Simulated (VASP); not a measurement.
# B5Pt (F-43m) in VASP: a series of runs, part 2 of 2

VASP 6.6.1. The steps go on from the part before.

### Step 3. Single point, PBE

This run uses another cell than the first one, of 14.09 Å³/atom.

File INCAR:

```
SYSTEM = B5Pt
ALGO = Normal ; EDIFF = 1E-6
ENCUT = 520 ; GGA = PE
ISIF = 2 ; ISMEAR = 0
LASPH = .TRUE. ; LCHARG = .FALSE.
LREAL = .FALSE. ; LWAVE = .FALSE.
NBANDS = 22 ; NELM = 100
PREC = Accurate ; SIGMA = 0.1
```

File KPOINTS:

```
k-points
0
G
  6 6 6
  0 0 0
```

File POSCAR:

```
B5Pt
1.0
    0.0000000000      3.4837131655      3.4837131655
    3.4837131655      0.0000000000      3.4837131655
    3.4837131655      3.4837131655      0.0000000000
B Pt
5 1
Direct
    0.0856474894      0.0856474894      0.0856474894
    0.0856474894      0.0856474894      0.7430575318
    0.0856474894      0.7430575318      0.0856474894
    0.7430575318      0.0856474894      0.0856474894
    0.5000000000      0.5000000000      0.5000000000
    0.2500000000      0.2500000000      0.2500000000
```

Potentials or basis: VASP PAW PBE potentials, release 64 (B, Pt).

Started as:

```
$ cat potpaw_PBE.64/B/POTCAR potpaw_PBE.64/Pt/POTCAR > POTCAR
$ mpirun -np 1 vasp_std > vasp.out
```

OUTCAR:

```text
SYSTEM = B5Pt
   EDIFF = 1E-6
   ENCUT = 520
   GGA = PE
   ISIF = 2
   ISMEAR = 0
   LASPH = .TRUE.
   LREAL = .FALSE.
   NELM = 100
   PREC = Accurate

 ion  position               nearest neighbor table
   1  0.086  0.086  0.086-   2 1.69   3 1.69   4 1.69   6 1.98
   2  0.086  0.086  0.743-   1 1.69   3 1.69   4 1.69   6 1.98
   3  0.086  0.743  0.086-   1 1.69   2 1.69   4 1.69   6 1.98
   4  0.743  0.086  0.086-   1 1.69   2 1.69   3 1.69   6 1.98
   5  0.500  0.500  0.500-
[... 597 lines left out ...]
  -------------------------------------------------------------------------------------
  Total        0.0678593      0.0678593      0.0678593      0.0000000     -0.0000000      0.0000000
  in kB        1.2857691      1.2857691      1.2857691      0.0000000     -0.0000000      0.0000000
  external PRESSURE =       1.2857691 kB  Pullay stress =       0.0000000 kB

 VOLUME and BASIS-vectors are now :
 -----------------------------------------------------------------------------
  energy-cutoff  :      520.00
  volume of cell :       84.56
      direct lattice vectors                 reciprocal lattice vectors
     0.000000000  3.483713166  3.483713166    -0.143525019  0.143525019  0.143525019
     3.483713166  0.000000000  3.483713166     0.143525019 -0.143525019  0.143525019
     3.483713166  3.483713166  0.000000000     0.143525019  0.143525019 -0.143525019

 POSITION                                       TOTAL-FORCE (eV/Angst)
 -----------------------------------------------------------------------------------
      0.59674      0.59674      0.59674        -0.000825     -0.000825     -0.000825
      2.88697      2.88697      0.59674         0.000825      0.000825     -0.000825
      2.88697      0.59674      2.88697         0.000825     -0.000825      0.000825
      0.59674      2.88697      2.88697        -0.000825      0.000825      0.000825
      3.48371      3.48371      3.48371        -0.000000     -0.000000     -0.000000
      1.74186      1.74186      1.74186        -0.000000     -0.000000     -0.000000
 -----------------------------------------------------------------------------------
    total drift:                                0.000000      0.000000      0.000000

  FREE ENERGIE OF THE ION-ELECTRON SYSTEM (eV)
  ---------------------------------------------------
  free  energy   TOTEN  =       -32.2660198808 eV

  energy  without entropy=      -32.2505398066  energy(sigma->0) =      -32.25827984
```

OSZICAR:

```text
N       E                     dE             d eps       ncg     rms          rms(c)
DAV:   1     0.739841482361E+02    0.73984E+02   -0.10626E+04   704   0.961E+02
DAV:   2    -0.343189532966E+02   -0.10830E+03   -0.10182E+03   876   0.188E+02
DAV:   3    -0.392081813436E+02   -0.48892E+01   -0.48288E+01   862   0.368E+01
DAV:   4    -0.392688834977E+02   -0.60702E-01   -0.60663E-01   874   0.431E+00
DAV:   5    -0.392700726305E+02   -0.11891E-02   -0.11886E-02   910   0.600E-01    0.197E+01
DAV:   6    -0.338511170788E+02    0.54190E+01   -0.58965E+01   710   0.464E+01    0.947E+00
DAV:   7    -0.323031666238E+02    0.15480E+01   -0.77338E+00   818   0.217E+01    0.252E+00
DAV:   8    -0.322857508919E+02    0.17416E-01   -0.52963E-01   854   0.418E+00    0.177E+00
DAV:   9    -0.322662233164E+02    0.19528E-01   -0.76739E-02   842   0.211E+00    0.376E-01
DAV:  10    -0.322650081371E+02    0.12152E-02   -0.10868E-02   842   0.866E-01    0.159E-01
DAV:  11    -0.322658300138E+02   -0.82188E-03   -0.94674E-04   862   0.175E-01    0.479E-02
DAV:  12    -0.322660000713E+02   -0.17006E-03   -0.10839E-04   818   0.555E-02    0.202E-02
DAV:  13    -0.322660177618E+02   -0.17690E-04   -0.25936E-05   854   0.361E-02    0.124E-02
DAV:  14    -0.322660199147E+02   -0.21529E-05   -0.59703E-06   836   0.177E-02    0.212E-03
DAV:  15    -0.322660198808E+02    0.33848E-07   -0.58862E-07   628   0.502E-03
   1 F= -.32266020E+02 E0= -.32258280E+02  d E =-.154801E-01
```

Wall time 72 s (1 thread of Intel Xeon 8259CL, shared host); peak memory 0.24 GiB.

What came out:

* Free energy: -32.2660 eV
* Pressure: 0.1 GPa
* Band gap on the k mesh: zero (an odd number of electrons rules out a gap without spin polarisation)

Levels at points of the mesh, in eV from the Fermi level:
| k point | band 9 | band 10 | band 11 | band 12 | band 13 | band 14 | band 15 | band 16 |
| --- | --- | --- | --- | --- | --- | --- | --- | --- |
| (0.00, 0.00, 0.00) | -2.55 | -2.55 | -2.51 | 0.00 | 0.00 | 0.00 | 2.09 | 2.09 |
| (0.50, 0.00, 0.00) | -3.03 | -3.03 | -2.54 | -0.94 | -0.94 | 1.33 | 2.57 | 2.57 |
| (0.50, 0.50, 0.00) | -4.50 | -4.18 | -1.28 | 0.70 | 0.89 | 0.89 | 1.16 | 2.34 |

Caveat: spin-orbit coupling is left out, which moves the levels of the heavy elements.
